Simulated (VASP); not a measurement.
# Cd2HgO3 (C2/m) in VASP: relaxation of shape and atoms at fixed volume with PBE

Aim: the relaxation of shape and atoms at fixed volume of Cd2HgO3 with PBE.

Program: VASP 6.6.1. These are calculated values, not measurements. Logs are shortened: lines on timing, memory, paths and dates and some standing lists are left out, and cuts for length are marked.

### 1 The cell of the first run

Symmetry: C2/m, No. 12, monoclinic system. Conventional cell: a = 6.095 Å, b = 3.518 Å, c = 9.326 Å, α = 90.00°, β = 102.90°, γ = 90.00°. Within 3.1 Å of Cd (site symmetry m) lie 6 O at 2.35 to 2.44 Å. Hg (site symmetry 2/m) has 2 O at 2.01 Å within 2.7 Å. Within 2.7 Å of O (site symmetry m) lie 1 Hg at 2.01 Å and 3 Cd at 2.35 Å. O (site symmetry 2/m) has 6 Cd at 2.44 Å and 6 O at 3.24 to 3.25 Å within 3.3 Å.

### 2 Relaxation of shape and atoms at fixed volume, PBE (16.24 Å³/atom)

INCAR

```
SYSTEM = Cd2HgO3
PREC = Accurate ; ENCUT = 600
EDIFF = 1E-7 ; ISMEAR = 0
SIGMA = 0.1 ; LREAL = .False.
LASPH = .True. ; NELM = 80
ALGO = Fast ; ISIF = 4
LWAVE = .False. ; LCHARG = .False.
GGA = PE ; IBRION = 2
NSW = 50 ; EDIFFG = -0.01
```

KPOINTS

```
Automatic mesh
0
Gamma
  12 12 4
  0 0 0
```

POSCAR

```
Cd2HgO3
1.0
    3.0475973441     -1.7587611984      0.0171034374
    3.0475973441      1.7587611984      0.0171034374
   -2.1334363260      0.0000000000      9.0784602794
Cd Hg O
2 1 3
Direct
    0.2173817140      0.2173817140      0.1488504869
    0.7826182860      0.7826182860      0.8511495131
    0.0000000000      0.0000000000      0.5000000000
    0.9284979661      0.9284979661      0.2783828473
    0.5000000000      0.5000000000      0.0000000000
    0.0715020339      0.0715020339      0.7216171527
```

Potentials or basis: VASP PAW PBE potentials, release 64 (Cd, Hg, O).

Run with:

```console
$ cat potpaw_PBE.64/Cd/POTCAR potpaw_PBE.64/Hg/POTCAR potpaw_PBE.64/O/POTCAR > POTCAR
$ mpirun -np 1 vasp_std > vasp.out
```

OUTCAR:

```text
SYSTEM = Cd2HgO3
   PREC = Accurate
   ENCUT = 600
   EDIFF = 1E-7
   ISMEAR = 0
   LREAL = .False.
   LASPH = .True.
   NELM = 80
   ISIF = 4
   GGA = PE
   IBRION = 2
   NSW = 50
   EDIFFG = -0.01

 ion  position               nearest neighbor table
   1  0.217  0.217  0.149-   4 2.35   4 2.35   4 2.35   5 2.44   5 2.44   5 2.44   2 3.38   2 3.38
                             2 3.38   3 3.78   3 3.78   3 3.80
   2  0.783  0.783  0.851-   6 2.35   6 2.35   6 2.35   5 2.44   5 2.44   5 2.44   1 3.38   1 3.38
                             1 3.38   3 3.78   3 3.78   3 3.80
   3  0.000  0.000  0.500-   4 2.01   6 2.01   2 3.78   2 3.78   1 3.78   1 3.78   1 3.80   2 3.80

   4  0.928  0.928  0.278-   3 2.01   1 2.35   1 2.35   1 2.35
   5  0.500  0.500  0.000-   1 2.44   1 2.44   2 2.44   2 2.44   1 2.44   2 2.44
   6  0.072  0.072  0.722-   3 2.01   2 2.35   2 2.35   2 2.35

  LATTYP: Found a base centered monoclinic cell.
 ALAT       =     6.0952906737
 B/A-ratio  =     0.5770885402
 C/A-ratio  =     1.5299959911
 COS(beta)  =    -0.2233010454

  Lattice vectors:

 A1 = (   3.0475973441,  -1.7587611984,   0.0171034374)
 A2 = (   3.0475973441,   1.7587611984,   0.0171034374)
 A3 = (  -2.1334363260,   0.0000000000,   9.0784602794)

Analysis of symmetry for initial positions (statically):
=====================================================================
 Subroutine PRICEL returns:
 Original cell was already a primitive cell.

 Routine SETGRP: Setting up the symmetry group for a
 base centered monoclinic supercell.

 Subroutine GETGRP returns: Found  4 space group operations
 (whereof  4 operations were pure point group operations)
 out of a pool of  4 trial point group operations.

The static configuration has the point symmetry C_2h.

Analysis of symmetry for dynamics (positions and initial velocities):
=====================================================================
 Subroutine PRICEL returns:
 Original cell was already a primitive cell.

 Routine SETGRP: Setting up the symmetry group for a
 base centered monoclinic supercell.

 Subroutine GETGRP returns: Found  4 space group operations
 (whereof  4 operations were pure point group operations)
 out of a pool of  4 trial point group operations.

The dynamic configuration has the point symmetry C_2h.

 Subroutine INISYM returns: Found  4 space group operations
 (whereof  4 operations are pure point group operations),
[... 110 lines left out ...]
   ISIF   =      4    stress and relaxation
   ISYM   =      2    0-nonsym 1-usesym 2-fastsym
   POTIM  = 0.5000    time-step for ionic-motion
   TEBEG  =    0.0;   TEEND  =   0.0 temperature during run
   PSTRESS=    0.0 pullay stress
   NELECT =      54.0000    total number of electrons
   NUPDOWN=      -1.0000    fix difference up-down
   EMIN   =  10.00;   EMAX   =-10.00  energy-range for DOS
   EFERMI =   0.00;   METHOD = LEGACY
   ISMEAR =     0;   SIGMA  =   0.10  broadening in eV -4-tet -1-fermi 0-gaus
   EFERMI_NEDOS =   21; number of points for ismear=-14 and -15
   IALGO  =     68    algorithm
   IMIX   =      4    mixing-type and parameters
     AMIX     =   0.40;   BMIX     =  1.00
     AMIX_MAG =   1.60;   BMIX_MAG =  1.00
  volume/ion in A,a.u.               =      16.24       109.60
  Fermi-wavevector in a.u.,A,eV,Ry     =   1.344662  2.541042 24.600903  1.808115
  Thomas-Fermi vector in A             =   2.472637
   LORBIT       =      0    0 simple, 1 ext, 2 COOP (PROOUT), +10 PAW based schemes
   GGA     = PE    functional components
   LHFCALC =     F    Hartree Fock is set to
   AEXX    =    0.0000 exact exchange contribution
   IVDW    =     0    specifies the selected vdW correction
   LEPSILON=     F    determine dielectric tensor
   LRPA    =     F    only Hartree local field effects (RPA)
 conjugate gradient relaxation of ions
 non-spin polarized calculation
 RMM-DIIS sequential band-by-band and
 Gauss-broadening in eV      SIGMA  =   0.10
  energy-cutoff  :      600.00
  volume of cell :       97.45
 maximum number of plane-waves:      3274
   NGX = 15   NGY = 15   NGZ = 37

--------------------------------------- Ionic step        1  -------------------------------------------

 number of electron      53.9999999 magnetization

 Free energy of the ion-electron system (eV)
  ---------------------------------------------------
  ext. energy  EPLUGINS =         0.00000000
  ---------------------------------------------------
  free energy    TOTEN  =       -21.26134267 eV

  energy without entropy =      -21.26075957  energy(sigma->0) =      -21.26105112

------------------------ aborting loop because EDIFF is reached ----------------------------------------

  FORCE on cell =-STRESS in cart. coord.  units (eV):
  Direction    XX          YY          ZZ          XY          YZ          ZX
  --------------------------------------------------------------------------------------
  -------------------------------------------------------------------------------------
  Total       -1.0670954     -1.0773945     -1.0797955      0.0000000      0.0000000      0.0053975
  in kB      -17.5442498    -17.7135781    -17.7530524      0.0000000      0.0000000      0.0887407
  external PRESSURE =     -17.6702934 kB  Pullay stress =       0.0000000 kB
[... 227 lines left out ...]
--------------------------------------- Ionic step        7  -------------------------------------------

 number of electron      54.0000000 magnetization

 Free energy of the ion-electron system (eV)
  ---------------------------------------------------
  ext. energy  EPLUGINS =         0.00000000
  ---------------------------------------------------
  free energy    TOTEN  =       -21.26250638 eV

  energy without entropy =      -21.26192465  energy(sigma->0) =      -21.26221551

 E-fermi :   0.9767     XC(G=0): -10.4080

 val. band max:        0.8691759817   @ k =   0.5000   0.5000   0.5000
 cond. band min:       1.2440977345   @ k =   0.0833   0.0000  -0.0000
 fundamental gap:      0.3749217528
 Fermi energy:         0.9766520817

 k-point     1 :       0.0000    0.0000    0.0000
  band No.  band energies     occupation
      1     -16.5530      2.00000
      2     -16.0672      2.00000
      3     -15.2679      2.00000
      4      -6.6579      2.00000
      5      -6.0243      2.00000
      6      -5.9484      2.00000
[... 829 lines left out ...]
     31       7.1886      0.00000
     32       7.3905      0.00000

 [... further k-points ...]

------------------------ aborting loop because EDIFF is reached ----------------------------------------

  FORCE on cell =-STRESS in cart. coord.  units (eV):
  Direction    XX          YY          ZZ          XY          YZ          ZX
  --------------------------------------------------------------------------------------
  -------------------------------------------------------------------------------------
  Total       -1.0538605     -1.0464352     -1.0401264      0.0000000      0.0000000      0.0064148
  in kB      -17.3266528    -17.2045718    -17.1008484      0.0000000      0.0000000      0.1054666
  external PRESSURE =     -17.2106910 kB  Pullay stress =       0.0000000 kB
[... 21 lines left out ...]
  FREE ENERGIE OF THE ION-ELECTRON SYSTEM (eV)
  ---------------------------------------------------
  free  energy   TOTEN  =       -21.2625063796 eV

  energy  without entropy=      -21.2619246501  energy(sigma->0) =      -21.26221551

 reached required accuracy - stopping structural energy minimisation
```

OSZICAR:

```text
N       E                     dE             d eps       ncg     rms          rms(c)
DAV:   1     0.508608943720E+03    0.50861E+03   -0.31757E+04 10496   0.187E+03
DAV:   2     0.826482854286E+01   -0.50034E+03   -0.48616E+03 11472   0.460E+02
[... 54 lines left out ...]
       N       E                     dE             d eps       ncg     rms          rms(c)
DAV:   1    -0.212624965267E+02   -0.42624E-04   -0.47363E-02 10512   0.124E+00    0.339E-02
RMM:   2    -0.212625087256E+02   -0.12199E-04   -0.25102E-04 10496   0.108E-01    0.164E-02
RMM:   3    -0.212625073688E+02    0.13568E-05   -0.26770E-05 10496   0.337E-02    0.841E-03
RMM:   4    -0.212625064328E+02    0.93606E-06   -0.46795E-06 10505   0.125E-02    0.423E-03
RMM:   5    -0.212625063487E+02    0.84134E-07   -0.14327E-06 10483   0.652E-03    0.115E-03
RMM:   6    -0.212625063796E+02   -0.30918E-07   -0.17427E-07  6417   0.201E-03
   7 F= -.21262506E+02 E0= -.21262216E+02  d E =-.525317E-04
```

Run time: 38 min. Hardware: 1 thread of Oxide Virtual Turin-like, shared host; peak memory 0.66 GiB.

Results:

```yaml
Free_energy: -21.2625 eV
Energy_gained_by_relaxing: 0.2 meV/atom
Ionic_steps: 7
Pressure_after_relaxing: -1.7 GPa
Largest_force_after_relaxing: 0.009 eV/Å
Band_gap_on_the_k_mesh: zero (bands 27 and 28 overlap by 0.19 eV)
```

Forces in eV/Å, atoms in the order of the input:
```
Cd  -0.001  0.000 -0.009
Cd   0.001  0.000  0.009
Hg   0.000  0.000  0.000
O   -0.002  0.000 -0.001
O    0.000  0.000  0.000
O    0.002  0.000  0.001
```

Step by step:
| step | energy change (eV) | largest force (eV/Å) | pressure (GPa) | volume (Å³) |
| --- | --- | --- | --- | --- |
| 1 | 0.0000 | 0.1077 | -1.77 | 97.45 |
| 2 | -0.0006 | 0.0154 | -1.84 | 97.45 |
| 3 | -0.0006 | 0.0164 | -1.84 | 97.45 |
| 4 | -0.0010 | 0.0202 | -1.78 | 97.45 |
| 5 | -0.0011 | 0.0240 | -1.72 | 97.45 |
| 6 | -0.0011 | 0.0241 | -1.71 | 97.45 |
| 7 | -0.0012 | 0.0086 | -1.72 | 97.45 |

Final structure:
```yaml
crystal:
  lattice:
    - [3.05306, -1.76163, 0.01813]
    - [3.05306, 1.76163, 0.01813]
    - [-2.13404, 0.00000, 9.04672]
  atoms:
    - { symbol: Cd, position: [0.21740, 0.21740, 0.14866] }
    - { symbol: Cd, position: [0.78260, 0.78260, 0.85134] }
    - { symbol: Hg, position: [0.00000, 0.00000, 0.50000] }
    - { symbol: O, position: [0.92793, 0.92793, 0.27720] }
    - { symbol: O, position: [0.50000, 0.50000, 0.00000] }
    - { symbol: O, position: [0.07207, 0.07207, 0.72280] }
```

Caveat: semilocal functionals underestimate gaps, and a narrow one can read as zero; spin-orbit coupling is left out, which moves the levels of the heavy elements.

The gap in the log of VASP goes by the Fermi energy; the results here count the filled bands.